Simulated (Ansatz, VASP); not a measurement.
# One calculation of NaF, two programs

```
Na F
1.0
     0.00000    2.35055    2.35055
     2.35055    0.00000    2.35055
     2.35055    2.35055    0.00000
Na F
1 1
Direct
  0.00000 0.00000 0.00000
  0.50000 0.50000 0.50000
```

Alike in both runs: functional PBE; k mesh 8 × 8 × 8; occupations gaussian, width 0.02 eV; no spin polarisation.

Ansatz relaxed the structure, and its values are those at the end. VASP's run is a single point on that final structure, the one shown.

```csv
,VASP,Ansatz
version,VASP 6.6.1,Ansatz 0.2.0
potentials or method,"VASP PAW PBE potentials, release 64 (Na_pv, F), cutoff 600 eV","scalar-relativistic, plane waves, PAW"
valence electrons in the cell,14,16
```

|  | VASP | Ansatz | Ansatz less VASP |
| --- | --- | --- | --- |
| gap on the k mesh at the Fermi level (eV) | 6.07 | 6.09 | +0.013 |
| least direct gap on the mesh (eV) | 6.07 | 6.09 | +0.013 |
| pressure (GPa) | -0.3 | 0.0 | +0.25 |

The functional is the same, so the differences come from potentials, cutoffs and numerics. VASP's potentials hold 14 valence electrons a cell and Ansatz's 16, so a difference there can come from the potentials and not from the codes.
